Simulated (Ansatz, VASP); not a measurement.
# Mo in VASP and in Ansatz

File INCAR:

```
PREC = Accurate
ENCUT = 520
EDIFF = 1E-6
ISMEAR = 0
SIGMA = 0.15
LREAL = False
LASPH = True
NELM = 60
ALGO = Fast
ISIF = 2
LWAVE = False
LCHARG = False
GGA = PS
NBANDS = 13
```

Contents of KPOINTS:

```
Automatic mesh
0
Gamma
  22 22 22
```

File POSCAR:

```
Mo
1.0
   -1.6338400000      1.6338400000      1.4453200000
    1.6338400000     -1.6338400000      1.4453200000
    1.6338400000      1.6338400000     -1.4453200000
Mo
1
Direct
    0.0000000000      0.0000000000      0.0000000000
```

Input for Ansatz:

```yaml
crystal:
  lattice:
    - [-1.63384, 1.63384, 1.44532]
    - [1.63384, -1.63384, 1.44532]
    - [1.63384, 1.63384, -1.44532]
  atoms:
    - { symbol: Mo, position: [0.0, 0.0, 0.0] }
basis:
  ecutwfc: 420
kpoints:
  mp_grid: { grid: [22, 22, 22] }
hamiltonian:
  xc: pbesol
scf:
  occupations: { method: gaussian, width: 0.15 }
output:
  forces: true
  stress: true
  eigenvalues: true
  write_density: true
  write_potential: true
  elf: true
  volumetric_format: npy
```

Change from the starting cell: strain +0.040 along x and y, -0.080 along z, atoms carried along.

Alike in both runs: task single point; functional PBEsol; k mesh 22 × 22 × 22; occupations gaussian, width 0.15 eV; no spin polarisation.

```csv
,VASP,Ansatz
version,VASP 6.6.1,Ansatz 0.2.0
potentials or method,"VASP PAW PBE potentials, release 64 (Mo_sv), cutoff 520 eV","scalar-relativistic, plane waves, PAW"
valence electrons in the cell,14,14
```

```tsv
	VASP	Ansatz	Ansatz less VASP
gap on the k mesh at the Fermi level (eV)	none	none	-
pressure (GPa)	0.6	0.0	-0.57
traceless stress, the component that is largest in VASP (GPa)	22.73	22.73	-0.005
```

VASP's potentials were made for PBE, not for PBEsol. A gap of «none» marks a metal or a gap that the smearing closes.
